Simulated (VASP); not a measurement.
Input of a VASP 6.6.1 run:

File POSCAR:

```
P
1.0
    4.5107654724      0.0000000000      0.0000000000
    0.0000000000      4.5107654724      0.0000000000
    0.0000000000      0.0000000000      3.9284543215
P
1
Direct
    0.0000000000      0.0000000000      0.0000000000
```

INCAR.step1

```
SYSTEM = P
ALGO = Normal ; EDIFF = 1E-4
ENCUT = 520 ; GGA = PE
ISMEAR = 0 ; LASPH = .True.
LCHARG = .False. ; LREAL = .False.
LWAVE = .True. ; NBANDS = 8
NELM = 100 ; PREC = Accurate
SIGMA = 0.15
```

INCAR.step2

```
SYSTEM = P
ALGO = Normal ; EDIFF = 1E-7
ENCUT = 520 ; ISIF = 2
ISMEAR = 0 ; ISTART = 1
LASPH = .True. ; LCHARG = .True.
LELF = .True. ; LMIXTAU = .True.
LREAL = .False. ; LVHAR = .True.
LWAVE = .False. ; METAGGA = R2SCAN
NBANDS = 8 ; NELM = 100
PREC = Accurate ; SIGMA = 0.15
```

File KPOINTS:

```
k-points
0
Gamma
  12 12 12
  0 0 0
```

Potentials or basis: VASP PAW PBE potentials, release 64 (P).

Command:

```console
$ cat potpaw_PBE.64/P/POTCAR > POTCAR
$ cp INCAR.step1 INCAR
$ mpirun -np 1 vasp_std > vasp.out
$ cp INCAR.step2 INCAR
$ mpirun -np 1 vasp_std > vasp.out
```

**Question.** What does it give for the band gap on the k mesh?

**Answer.** Zero (an odd number of electrons rules out a gap without spin polarisation).

**Question.** Predict the pressure.

**Answer.** -4.0 GPa.

Stress tensor (GPa, compression positive):
```
-3.17  0.00  0.00
 0.00 -3.17  0.00
 0.00  0.00 -5.62
```

Caveat: the cell stands under tension; the PAW data sets were made with another functional, which shifts forces and pressure a little.
